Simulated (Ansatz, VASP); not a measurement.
**ZrZnN in VASP and in Ansatz**

```
Zr Zn N
1.0
     3.55994    0.00000    0.00000
    -1.77997    3.08300    0.00000
     0.00000    0.00000    5.97011
Zr Zn N
1 1 1
Direct
  0.33333 0.66667 0.50000
  0.33333 0.66667 0.00000
  0.00000 0.00000 0.50000
```

Alike in both runs: functional PBE; k mesh 6 × 6 × 4; occupations gaussian, width 0.1 eV; no spin polarisation.

Ansatz relaxed the structure, and its values are those at the end. VASP's run is a single point on that final structure, the one shown.

|  | VASP | Ansatz |
| --- | --- | --- |
| version | VASP 6.6.1 | Ansatz 0.2.0 |
| potentials or method | VASP PAW PBE potentials, release 64 (Zr_sv, Zn, N), cutoff 520 eV | scalar-relativistic, plane waves, PAW |
| valence electrons in the cell | 29 | 29 |

|  | VASP | Ansatz | Ansatz less VASP |
| --- | --- | --- | --- |
| gap on the k mesh at the Fermi level (eV) | none | none | - |
| pressure (GPa) | 0.2 | 0.1 | -0.11 |

A gap of «none» marks a metal or a gap that the smearing closes. With one functional, cell and mesh, what is left measures potentials, basis and numerics.
